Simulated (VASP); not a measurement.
A run of VASP 6.6.1 is set up as follows.

Contents of INCAR:

```
SYSTEM = MgB
PREC = Accurate
ENCUT = 520
EDIFF = 1E-6
ISMEAR = -1
SIGMA = 0.05
LREAL = .False.
LASPH = .True.
NELM = 80
ALGO = Normal
ISIF = 2
LWAVE = .False.
LCHARG = .False.
GGA = PE
NBANDS = 10
```

Contents of KPOINTS:

```
regular mesh
0
Gamma
  9 9 9
  0 0 0
```

POSCAR

```
MgB
1.0
    2.9143237376      0.0000000000      0.0000000000
    0.0000000000      2.9143237376      0.0000000000
    0.0000000000      0.0000000000      2.9143237376
Mg B
1 1
Direct
    0.0000000000      0.0000000000      0.0000000000
    0.5000000000      0.5000000000      0.5000000000
```

Potentials or basis: VASP PAW PBE potentials, release 64 (Mg, B).

Launch:

```console
$ cat potpaw_PBE.64/Mg/POTCAR potpaw_PBE.64/B/POTCAR > POTCAR
$ mpirun -np 1 vasp_std > vasp.out
```

Task: What does it give for the pressure?

Result: -1.7 GPa.
